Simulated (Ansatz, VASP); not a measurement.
# BaS: VASP beside Ansatz

File INCAR:

```
SYSTEM = BaS
PREC = Accurate
ENCUT = 500
EDIFF = 1E-7
ISMEAR = 0
SIGMA = 0.02
LREAL = .FALSE.
LASPH = .TRUE.
NELM = 120
ALGO = Normal
ISIF = 3
LWAVE = .FALSE.
LCHARG = .FALSE.
IBRION = 2
NSW = 100
EDIFFG = -0.005
GGA_COMPAT = .FALSE.
NELMIN = 4
```

File KPOINTS:

```
Automatic mesh
0
G
  8 8 8
  0 0 0
```

Contents of POSCAR:

```
BaS
1.0
    0.0000000000      3.1937500000      3.1937500000
    3.1937500000      0.0000000000      3.1937500000
    3.1937500000      3.1937500000      0.0000000000
Ba S
1 1
Direct
    0.0000000000      0.0000000000      0.0000000000
    0.5000000000      0.5000000000      0.5000000000
```

Input for Ansatz:

```yaml
crystal:
  lattice:
    - [0.0, 3.19375, 3.19375]
    - [3.19375, 0.0, 3.19375]
    - [3.19375, 3.19375, 0.0]
  atoms:
    - { symbol: Ba, position: [0.0, 0.0, 0.0] }
    - { symbol: S, position: [0.5, 0.5, 0.5] }
basis:
  ecutwfc: 420
kpoints:
  mp_grid: { grid: [8, 8, 8] }
hamiltonian:
  xc: lda
scf:
  occupations: { method: gaussian, width: 0.02 }
output:
  forces: true
  stress: true
  eigenvalues: true
  write_density: true
  write_potential: true
  elf: true
  volumetric_format: npy
relax:
  adjacent_minimum: "off"
  f_tol: 0.005
  max_steps: 80
  cell: { stress_tol: 0.05 }
```

Alike in both runs: task relaxation of cell and atoms; functional LDA; k mesh 8 × 8 × 8; occupations gaussian, width 0.02 eV; no spin polarisation.

|  | VASP | Ansatz |
| --- | --- | --- |
| version | VASP 6.6.1 | Ansatz 0.2.0 |
| potentials or method | VASP PAW LDA potentials, release 64 (Ba_sv, S), cutoff 500 eV | scalar-relativistic, plane waves, PAW |
| valence electrons in the cell | 16 | 16 |

|  | VASP | Ansatz | Ansatz less VASP |
| --- | --- | --- | --- |
| gap on the k mesh at the Fermi level, each at its own relaxed structure (eV) | 1.83 | 1.91 | +0.087 |
| relaxed volume (Å³/atom) | 31.30 | 30.83 | -0.463 |
| relaxed cell length with the largest relative difference (Å) | 4.457 | 4.435 | -0.0221 |

LDA's correlation is that of Perdew and Zunger in VASP and of Perdew and Wang (1992) in Ansatz.

Spin-orbit coupling is off throughout.
